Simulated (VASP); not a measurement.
Co:

```
CELL_PARAMETERS angstrom
-1.40074 1.40074 1.31827
1.40074 -1.40074 1.31827
1.40074 1.40074 -1.31827
ATOMIC_POSITIONS crystal
Co 0.00000 0.00000 0.00000
```

Base run:

```yaml
Program: VASP 6.6.1
Functional: PBEsol
Potentials_or_basis: VASP PAW PBE potentials, release 64 (Co)
Cutoff: 520 eV
k_mesh: 10 × 10 × 10
Occupations: gaussian, width 0.1 eV
Spin: collinear spin, ferromagnetic start
Starting_moments: "[3.0] μB"
```

Its results: pressure 5.4 GPa; net moment 1.73 μB per cell; site moments Co +1.74 μB.

Question: The run is repeated on the same cell with these changes: potentials or basis from VASP PAW PBE potentials, release 64 (Co) to VASP PAW PBE potentials, release 64 (Co_sv); cutoff from 520 eV to 600 eV; further incar settings from ALGO = Fast; EDIFF = 1e-06; NBANDS = 14 to ALGO = Normal; EDIFF = 1e-06; NBANDS = 18; valence electrons from 9 to 17. What comes out?

Answer: Pressure 2.9 GPa; net moment 1.75 μB per cell; site moments Co +1.78 μB.

Caveats: the PAW data sets were made with another functional, which shifts forces and pressure a little.
